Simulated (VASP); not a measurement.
# CdF2 (Fm-3m) in VASP: further runs

CdF2 is run at these levels: r2SCAN; tasks: single point, relaxation of cell and atoms.

Program: VASP 6.6.1. These are calculated values, not measurements. Logs are shortened: lines on timing, memory, paths and dates and some standing lists are left out, and cuts for length are marked.

**1. The cell of the first run**

The structure is cubic, space group Fm-3m (No. 225). The conventional cell has a = 5.388 Å, b = 5.388 Å, c = 5.388 Å, α = 90.00°, β = 90.00°, γ = 90.00°. Within 3.1 Å of Cd (site symmetry m-3m) lie 8 F at 2.33 Å. F (site symmetry -43m) has 4 Cd at 2.33 Å and 6 F at 2.69 Å within 3.1 Å.

**2. Single point, r2SCAN**

POSCAR reads:

```
CdF2
1.0
    0.0000000000     -2.6940000000     -2.6940000000
    2.6940000000      0.0000000000     -2.6940000000
    2.6940000000     -2.6940000000      0.0000000000
Cd F
1 2
Direct
    0.0000000000      0.0000000000      0.0000000000
    0.2500000000      0.2500000000      0.2500000000
    0.7500000000      0.7500000000      0.7500000000
```

INCAR.step1 reads:

```
SYSTEM = CdF2
PREC     = Accurate       ! precision mode
ENCUT    = 520            ! plane-wave cutoff, eV
ISMEAR   = 0              ! smearing method
SIGMA    = 0.02           ! smearing width, eV
LREAL    = .False.        ! projectors in reciprocal space
LASPH    = .True.         ! aspherical terms in the spheres
NELM     = 80             ! most SCF steps
NBANDS   = 20             ! bands
GGA      = PE             ! functional
ALGO     = Normal         ! electronic algorithm
EDIFF    = 1E-4           ! SCF threshold, eV
LWAVE    = .True.         ! write WAVECAR
LCHARG   = .False.        ! write CHGCAR
```

INCAR.step2 reads:

```
SYSTEM = CdF2
PREC     = Accurate       ! precision mode
ENCUT    = 520            ! plane-wave cutoff, eV
EDIFF    = 1E-7           ! SCF threshold, eV
ISMEAR   = 0              ! smearing method
SIGMA    = 0.02           ! smearing width, eV
LREAL    = .False.        ! projectors in reciprocal space
LASPH    = .True.         ! aspherical terms in the spheres
NELM     = 80             ! most SCF steps
ALGO     = Normal         ! electronic algorithm
ISIF     = 2              ! what is computed and relaxed
LWAVE    = .False.        ! write WAVECAR
LCHARG   = .False.        ! write CHGCAR
METAGGA  = R2SCAN         ! meta-GGA
LMIXTAU  = .True.       
NBANDS   = 20             ! bands
ISTART   = 1
```

KPOINTS reads:

```
Automatic mesh
0
Gamma
  8 8 8
  0 0 0
```

Potentials or basis: VASP PAW PBE potentials, release 64 (Cd, F).

Launch:

```bash
$ cat potpaw_PBE.64/Cd/POTCAR potpaw_PBE.64/F/POTCAR > POTCAR
$ cp INCAR.step1 INCAR
$ mpirun -np 1 vasp_std > vasp.out
$ cp INCAR.step2 INCAR
$ mpirun -np 1 vasp_std > vasp.out
```

OUTCAR:

```text
SYSTEM = CdF2
   PREC = Accurate
   ENCUT = 520
   EDIFF = 1E-7
   ISMEAR = 0
   LREAL = .False.
   LASPH = .True.
   NELM = 80
   ISIF = 2
   METAGGA = R2SCAN
   ISTART = 1

 ion  position               nearest neighbor table
   1  0.000  0.000  0.000-   3 2.33   3 2.33   3 2.33   2 2.33   3 2.33   2 2.33   2 2.33   2 2.33

   2  0.250  0.250  0.250-   1 2.33   1 2.33   1 2.33   1 2.33
   3  0.750  0.750  0.750-   1 2.33   1 2.33   1 2.33   1 2.33

  LATTYP: Found a face centered cubic cell.
 ALAT       =     5.3880000000

  Lattice vectors:

 A1 = (   0.0000000000,  -2.6940000000,  -2.6940000000)
 A2 = (   2.6940000000,   0.0000000000,  -2.6940000000)
 A3 = (   2.6940000000,  -2.6940000000,   0.0000000000)

Analysis of symmetry for initial positions (statically):
=====================================================================
 Subroutine PRICEL returns:
 Original cell was already a primitive cell.

 Routine SETGRP: Setting up the symmetry group for a
 face centered cubic supercell.

 Subroutine GETGRP returns: Found 48 space group operations
 (whereof 48 operations were pure point group operations)
 out of a pool of 48 trial point group operations.

The static configuration has the point symmetry O_h .

Analysis of symmetry for dynamics (positions and initial velocities):
=====================================================================
 Subroutine PRICEL returns:
 Original cell was already a primitive cell.

 Routine SETGRP: Setting up the symmetry group for a
 face centered cubic supercell.

 Subroutine GETGRP returns: Found 48 space group operations
 (whereof 48 operations were pure point group operations)
 out of a pool of 48 trial point group operations.

The dynamic configuration has the point symmetry O_h .

 Subroutine INISYM returns: Found 48 space group operations
 (whereof 48 operations are pure point group operations),
 and found     1 'primitive' translations

----------------------------------------------------------------------------------------

                                     Primitive cell

  volume of cell :      39.1041

  direct lattice vectors                    reciprocal lattice vectors
     0.000000000 -2.694000000 -2.694000000    -0.185597624 -0.185597624 -0.185597624
     2.694000000  0.000000000 -2.694000000     0.185597624  0.185597624 -0.185597624
     2.694000000 -2.694000000  0.000000000     0.185597624 -0.185597624  0.185597624

  length of vectors
     3.809891337  3.809891337  3.809891337     0.321464515  0.321464515  0.321464515

  position of ions in fractional coordinates (direct lattice)
     0.000000000  0.000000000  0.000000000
     0.250000000  0.250000000  0.250000000
     0.750000000  0.750000000  0.750000000

  ion indices of the primitive-cell ions
   primitive index   ion index
                 1           1
                 2           2
                 3           3

----------------------------------------------------------------------------------------

 KPOINTS: Automatic mesh

Automatic generation of k-mesh.
 Grid dimensions read from file:
 generate k-points for:    8    8    8

 Generating k-lattice:

  Cartesian coordinates                     Fractional coordinates (reciprocal lattice)
    -0.023199703 -0.023199703 -0.023199703     0.125000000  0.000000000  0.000000000
     0.023199703  0.023199703 -0.023199703     0.000000000  0.125000000  0.000000000
     0.023199703 -0.023199703  0.023199703     0.000000000  0.000000000  0.125000000

  Length of vectors
     0.040183064  0.040183064  0.040183064

  Shift w.r.t. Gamma in fractional coordinates (k-lattice)
     0.000000000  0.000000000  0.000000000

 Subroutine IBZKPT returns following result:
 ===========================================

 Found     29 irreducible k-points:

 Following reciprocal coordinates:
            Coordinates               Weight
  0.000000  0.000000  0.000000      1.000000
  0.125000  0.000000  0.000000      8.000000
  0.250000  0.000000  0.000000      8.000000
  0.375000  0.000000  0.000000      8.000000
  0.500000  0.000000  0.000000      4.000000
  0.125000  0.125000  0.000000      6.000000
[... 16 lines left out ...]
  0.500000  0.250000  0.125000     48.000000
 -0.375000  0.250000  0.125000     24.000000
 [... further k-points ...]
   k-points           NKPTS =     29   k-points in BZ     NKDIM =     29   number of bands    NBANDS=     20
   number of dos      NEDOS =    301   number of ions     NIONS =      3
   total plane-waves  NPLWV =  21952
   dimension x,y,z NGX =    28 NGY =   28 NGZ =   28
   dimension x,y,z NGXF=    56 NGYF=   56 NGZF=   56
   ions per type =               1   2
   NGX,Y,Z   is equivalent  to a cutoff of  12.22, 12.22, 12.22 a.u.
   NGXF,Y,Z  is equivalent  to a cutoff of  24.44, 24.44, 24.44 a.u.
 SYSTEM =  CdF2
   PREC   = accura    normal or accurate (medium, high low for compatibility)
   ISTART =      1    job   : 0-new  1-cont  2-samecut
   ICHARG =      0    charge: 1-file 2-atom 10-const
   ISPIN  =      1    spin polarized calculation?
   LNONCOLLINEAR =      F non collinear calculations
   LSORBIT =      F    spin-orbit coupling
   LASPH  =      T    aspherical Exc in radial PAW
   ENCUT  =  520.0 eV  38.22 Ry    6.18 a.u.   7.08  7.08  7.08*2*pi/ulx,y,z
   NELM   =     80;   NELMIN=  2; NELMDL=  0     # of ELM steps
   EDIFF  = 0.1E-06   stopping-criterion for ELM
   LREAL  =      F    real-space projection
   EDIFFG = 0.1E-05   stopping-criterion for IOM
   NSW    =      0    number of steps for IOM
   IBRION =     -1    ionic relax: 0-MD 1-quasi-New 2-CG
   NFREE  =      0    steps in history (QN), initial steepest desc. (CG)
   ISIF   =      2    stress and relaxation
   ISYM   =      2    0-nonsym 1-usesym 2-fastsym
   POTIM  = 0.5000    time-step for ionic-motion
   TEBEG  =    0.0;   TEEND  =   0.0 temperature during run
   PSTRESS=    0.0 pullay stress
   NELECT =      26.0000    total number of electrons
   NUPDOWN=      -1.0000    fix difference up-down
   EMIN   =  10.00;   EMAX   =-10.00  energy-range for DOS
   EFERMI =   0.00;   METHOD = LEGACY
   ISMEAR =     0;   SIGMA  =   0.02  broadening in eV -4-tet -1-fermi 0-gaus
   EFERMI_NEDOS =   21; number of points for ismear=-14 and -15
   IALGO  =     38    algorithm
   IMIX   =      4    mixing-type and parameters
     AMIX     =   0.40;   BMIX     =  1.00
     AMIX_MAG =   1.60;   BMIX_MAG =  1.00
  volume/ion in A,a.u.               =      13.03        87.96
  Fermi-wavevector in a.u.,A,eV,Ry     =   1.428867  2.700166 27.778468  2.041660
  Thomas-Fermi vector in A             =   2.548882
   LORBIT       =      0    0 simple, 1 ext, 2 COOP (PROOUT), +10 PAW based schemes
   METAGGA = R2SCAN    functional components
   LHFCALC =     F    Hartree Fock is set to
   AEXX    =    0.0000 exact exchange contribution
   IVDW    =     0    specifies the selected vdW correction
   LEPSILON=     F    determine dielectric tensor
   LRPA    =     F    only Hartree local field effects (RPA)
 non-spin polarized calculation
 Gauss-broadening in eV      SIGMA  =   0.02
  energy-cutoff  :      520.00
  volume of cell :       39.10
 maximum number of plane-waves:      1067
   NGX = 15   NGY = 15   NGZ = 15

 number of electron      25.9999990 magnetization

 Free energy of the ion-electron system (eV)
  ---------------------------------------------------
  ext. energy  EPLUGINS =         0.00000000
  ---------------------------------------------------
  free energy    TOTEN  =       -33.71929405 eV

  energy without entropy =      -33.71929405  energy(sigma->0) =      -33.71929405

 E-fermi :  -1.7486     XC(G=0): -11.0481

 val. band max:       -1.8679010740   @ k =  -0.2500   0.5000   0.2500
 cond. band min:       1.8824274746   @ k =   0.0000   0.0000   0.0000
 fundamental gap:      3.7503285486
 Fermi energy:        -1.7485830936

 k-point     1 :       0.0000    0.0000    0.0000
  band No.  band energies     occupation
      1     -23.8073      2.00000
      2     -22.7410      2.00000
      3      -7.4972      2.00000
      4      -7.4972      2.00000
      5      -7.4972      2.00000
      6      -6.2588      2.00000
[... 12 lines left out ...]
     19      18.9934      0.00000
     20      18.9934      0.00000

 k-point     2 :       0.1250    0.0000    0.0000
  band No.  band energies     occupation
      1     -23.7595      2.00000
      2     -22.7831      2.00000
      3      -7.4372      2.00000
      4      -7.4371      2.00000
      5      -7.3289      2.00000
      6      -6.2774      2.00000
[... 12 lines left out ...]
     19      18.5776      0.00000
     20      18.5776      0.00000

 k-point     3 :       0.2500    0.0000    0.0000
  band No.  band energies     occupation
      1     -23.6308      2.00000
      2     -22.8996      2.00000
      3      -7.2986      2.00000
      4      -7.2986      2.00000
      5      -6.8762      2.00000
      6      -6.2933      2.00000
[... 12 lines left out ...]
     19      17.8628      0.00000
     20      18.3748      0.00000

 k-point     4 :       0.3750    0.0000    0.0000
  band No.  band energies     occupation
      1     -23.4522      2.00000
      2     -23.0626      2.00000
      3      -7.1842      2.00000
      4      -7.1842      2.00000
      5      -6.3069      2.00000
      6      -6.2421      2.00000
[... 12 lines left out ...]
     19      17.3110      0.00000
     20      17.9912      0.00000

 k-point     5 :       0.5000    0.0000    0.0000
  band No.  band energies     occupation
      1     -23.2883      2.00000
      2     -23.2196      2.00000
      3      -7.1494      2.00000
      4      -7.1494      2.00000
      5      -6.1900      2.00000
      6      -6.1900      2.00000
[... 12 lines left out ...]
     19      17.0921      0.00000
     20      17.6381      0.00000

 k-point     6 :       0.1250    0.1250    0.0000
  band No.  band energies     occupation
      1     -23.7453      2.00000
      2     -22.7953      2.00000
      3      -7.4089      2.00000
      4      -7.4089      2.00000
      5      -7.2842      2.00000
      6      -6.3405      2.00000
[... 12 lines left out ...]
     19      18.4243      0.00000
     20      19.1592      0.00000

 k-point     7 :       0.2500    0.1250    0.0000
  band No.  band energies     occupation
      1     -23.6470      2.00000
      2     -22.8821      2.00000
      3      -7.2824      2.00000
      4      -7.2810      2.00000
      5      -6.9423      2.00000
      6      -6.4256      2.00000
[... 12 lines left out ...]
     19      18.9083      0.00000
     20      19.6427      0.00000
[... 277 lines left out ...]
 k-point    20 :      -0.3750    0.3750    0.0000
  band No.  band energies     occupation
      1     -23.2866      2.00000
      2     -23.1854      2.00000
      3      -7.0611      2.00000
      4      -6.6466      2.00000
      5      -6.3485      2.00000
      6      -6.3257      2.00000
[... 12 lines left out ...]
     19      19.4869      0.00000
     20      20.2591      0.00000

 k-point    21 :       0.5000    0.5000    0.0000
  band No.  band energies     occupation
      1     -23.3611      2.00000
      2     -23.1025      2.00000
      3      -7.2598      2.00000
      4      -6.5219      2.00000
      5      -6.5219      2.00000
      6      -6.1485      2.00000
[... 12 lines left out ...]
     19      18.6351      0.00000
     20      20.7434      0.00000

 k-point    22 :       0.3750    0.2500    0.1250
  band No.  band energies     occupation
      1     -23.5411      2.00000
      2     -22.9725      2.00000
      3      -7.1578      2.00000
      4      -7.1154      2.00000
      5      -6.6014      2.00000
      6      -6.5307      2.00000
[... 12 lines left out ...]
     19      18.5282      0.00000
     20      21.1471      0.00000

 k-point    23 :       0.5000    0.2500    0.1250
  band No.  band energies     occupation
      1     -23.3977      2.00000
      2     -23.0988      2.00000
      3      -7.0640      2.00000
      4      -6.9609      2.00000
      5      -6.4971      2.00000
      6      -6.2579      2.00000
[... 12 lines left out ...]
     19      17.9006      0.00000
     20      21.1398      0.00000

 k-point    24 :      -0.3750    0.2500    0.1250
  band No.  band energies     occupation
      1     -23.2615      2.00000
      2     -23.2271      2.00000
      3      -7.0327      2.00000
      4      -6.9210      2.00000
      5      -6.3195      2.00000
      6      -6.2971      2.00000
[... 12 lines left out ...]
     19      17.6346      0.00000
     20      21.5577      0.00000

 [... further k-points ...]
[... 5 lines left out ...]
  --------------------------------------------------------------------------------------
  -------------------------------------------------------------------------------------
  Total        0.2475059      0.2475059      0.2475059      0.0000000      0.0000000     -0.0000000
  in kB       10.1408258     10.1408258     10.1408258      0.0000000      0.0000000     -0.0000000
  external PRESSURE =      10.1408258 kB  Pullay stress =       0.0000000 kB

 VOLUME and BASIS-vectors are now :
 -----------------------------------------------------------------------------
  energy-cutoff  :      520.00
  volume of cell :       39.10
      direct lattice vectors                 reciprocal lattice vectors
     0.000000000 -2.694000000 -2.694000000    -0.185597624 -0.185597624 -0.185597624
     2.694000000  0.000000000 -2.694000000     0.185597624  0.185597624 -0.185597624
     2.694000000 -2.694000000  0.000000000     0.185597624 -0.185597624  0.185597624

 POSITION                                       TOTAL-FORCE (eV/Angst)
 -----------------------------------------------------------------------------------
      0.00000      0.00000      0.00000         0.000000      0.000000      0.000000
      1.34700     -1.34700     -1.34700         0.000000     -0.000000     -0.000000
      4.04100     -4.04100     -4.04100        -0.000000      0.000000      0.000000
 -----------------------------------------------------------------------------------
    total drift:                                0.000000     -0.000000     -0.000000

  FREE ENERGIE OF THE ION-ELECTRON SYSTEM (eV)
  ---------------------------------------------------
  free  energy   TOTEN  =       -33.7192940453 eV

  energy  without entropy=      -33.7192940453  energy(sigma->0) =      -33.71929405
```

Wall time 90 s (1 thread of Intel Xeon Platinum 8259CL at 2.50GHz (Skylake/Cascade Lake), shared host); peak memory 0.17 GiB.

Results:

```yaml
Free_energy: -33.7193 eV
Pressure: 1.0 GPa
Band_gap_on_the_k_mesh: 3.75 eV, indirect (least direct gap 4.25 eV)
```

Caveat: the PAW data sets were made with another functional, which shifts forces and pressure a little.

**3. Relaxation of cell and atoms, r2SCAN**

POSCAR is that of step 2.

INCAR.step1 reads:

```
  PREC = Accurate
  ENCUT = 600
  ISMEAR = 0
  SIGMA = 0.02
  LREAL = False
  LASPH = True
  NELM = 100
  GGA = PE
  ALGO = Normal
  EDIFF = 1E-4
  LWAVE = True
  LCHARG = False
```

INCAR.step2 reads:

```
  PREC = Accurate
  ENCUT = 600
  EDIFF = 1E-6
  ISMEAR = 0
  SIGMA = 0.02
  LREAL = False
  LASPH = True
  NELM = 100
  ALGO = Normal
  ISIF = 3
  LWAVE = False
  LCHARG = False
  METAGGA = R2SCAN
  LMIXTAU = True
  IBRION = 2
  NSW = 100
  EDIFFG = -0.005
  ISTART = 1
```

KPOINTS reads:

```
regular mesh
0
Gamma
  8 8 8
```

Potentials or basis: VASP PAW PBE potentials, release 64 (Cd, F).

Launch:

```bash
$ cat potpaw_PBE.64/Cd/POTCAR potpaw_PBE.64/F/POTCAR > POTCAR
$ cp INCAR.step1 INCAR
$ mpirun -np 1 vasp_std > vasp.out
$ cp INCAR.step2 INCAR
$ mpirun -np 1 vasp_std > vasp.out
```

Wall time 3.5 min (1 thread of Intel Xeon Platinum 8259CL at 2.50GHz (Skylake/Cascade Lake), shared host); peak memory 0.18 GiB.

The run converged. Its results:

- Free energy: -33.7249 eV
- Relaxed volume: 13.13 Å³/atom
- Relaxed cell: a = 3.819 Å, b = 3.819 Å, c = 3.819 Å, α = 60.00°, β = 60.00°, γ = 60.00°
- Space group after relaxing (to 0.05 Å): Fm-3m (No. 225)
- Energy gained by relaxing: 0.2 meV/atom
- Ionic steps: 3
- Pressure after relaxing: 0.0 GPa
- Band gap on the k mesh: 3.73 eV, indirect (least direct gap 4.24 eV)

The path:
```tsv
step	energy change (eV)	largest force (eV/Å)	pressure (GPa)	volume (Å³)
1	0.0000	0.0000	0.81	39.10
2	-0.0006	0.0000	-0.29	39.48
3	-0.0007	0.0000	0.01	39.38
```

Final structure:
```yaml
crystal:
  lattice:
    - [0.00000, -2.70023, -2.70023]
    - [2.70023, 0.00000, -2.70023]
    - [2.70023, -2.70023, 0.00000]
  atoms:
    - { symbol: Cd, position: [0.00000, 0.00000, 0.00000] }
    - { symbol: F, position: [0.25000, 0.25000, 0.25000] }
    - { symbol: F, position: [0.75000, 0.75000, 0.75000] }
```

Levels at points of the mesh, in eV from the valence-band top:
```tsv
k point	band 11	band 12	band 13	band 14	band 15	band 16
(0.00, 0.00, 0.00)	-0.51	-0.51	-0.51	3.73	13.58	13.58
(0.50, 0.00, 0.00)	-1.82	-0.41	-0.41	7.93	9.68	15.53
(0.50, 0.50, 0.00)	-0.50	-0.09	-0.09	8.82	10.51	12.17
```

Caveat: the PAW data sets were made with another functional, which shifts forces and pressure a little. r2SCAN opens gaps a little over a GGA but as a rule still falls short of measured ones.
